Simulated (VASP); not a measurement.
The system is Zn.

```
Zn
1.0
     2.59578    0.00000    0.00000
     0.00000    2.59578    0.00000
     0.00000    0.00000    2.68401
Zn
1
Direct
  0.00000 0.00000 0.00000
```

The cell was generated, and may not be a known phase.

```yaml
Program: VASP 6.6.1
Task: relaxation of cell and atoms
Functional: PBE
Potentials_or_basis: VASP PAW PBE potentials, release 64 (Zn)
Cutoff: 600 eV
k_mesh: 22 × 22 × 20
Occupations: gaussian, width 0.1 eV
Spin: no spin polarisation
```

At the start: pressure 0.5 GPa; volume 18.09 Å³/atom.

Task: Where does the relaxation end?

Result: Over 6 steps the energy falls by 3.0 meV/atom and the volume is 18.22 Å³/atom (+0.8 %); space group Pm-3m (No. 221, to 0.1 Å) before and after.

Step by step:
| step | energy change (eV) | largest force (eV/Å) | pressure (GPa) | volume (Å³) |
| --- | --- | --- | --- | --- |
| 1 | 0.0000 | 0.0000 | 0.54 | 18.09 |
| 2 | -0.0014 | 0.0000 | -0.01 | 18.24 |
| 3 | -0.0020 | 0.0000 | -0.46 | 18.41 |
| 4 | -0.0020 | 0.0000 | -0.53 | 18.45 |
| 5 | -0.0028 | 0.0000 | -0.27 | 18.32 |
| 6 | -0.0030 | 0.0000 | 0.02 | 18.22 |

Final structure:
```xyz
1
Lattice="2.6381 0.0000 0.0000 0.0000 2.6381 0.0000 0.0000 0.0000 2.6183" Properties=species:S:1:pos:R:3 pbc="T T T"
Zn    2.6381    0.0000    0.0000
```
